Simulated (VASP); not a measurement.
Input of a VASP 6.6.1 run:

Contents of INCAR:

```
PREC = Accurate
ENCUT = 520
EDIFF = 1E-8
ISMEAR = -1
SIGMA = 0.05
LREAL = F
LASPH = T
NELM = 100
ALGO = Normal
ISIF = 2
LWAVE = F
LCHARG = T
GGA = PS
IBRION = 8
NSW = 1
```

KPOINTS

```
regular mesh
0
Gamma
  10 10 10
```

File POSCAR:

```
Ge
1.0
    0.0000000000      2.8092661944      2.8092661944
    2.8092661944      0.0000000000      2.8092661944
    2.8092661944      2.8092661944      0.0000000000
Ge
2
Direct
    0.5000000000      0.5000000000      0.5000000000
    0.7500000000      0.7500000000      0.7500000000
```

Potentials or basis: VASP PAW PBE potentials, release 64 (Ge_d).

Run with:

```bash
$ cat potpaw_PBE.64/Ge_d/POTCAR > POTCAR
$ mpirun -np 1 vasp_std > vasp.out
```

Q: What does it give for the highest phonon frequency at Γ?

A: 295 cm⁻¹.

Phonon frequencies in cm⁻¹ (negative: imaginary):
| q point | frequencies |
| --- | --- |
| (0.000, 0.000, 0.000) | 0 0 0 295 295 295 |

Caveat: the cell stands under pressure or tension, which shifts response properties.
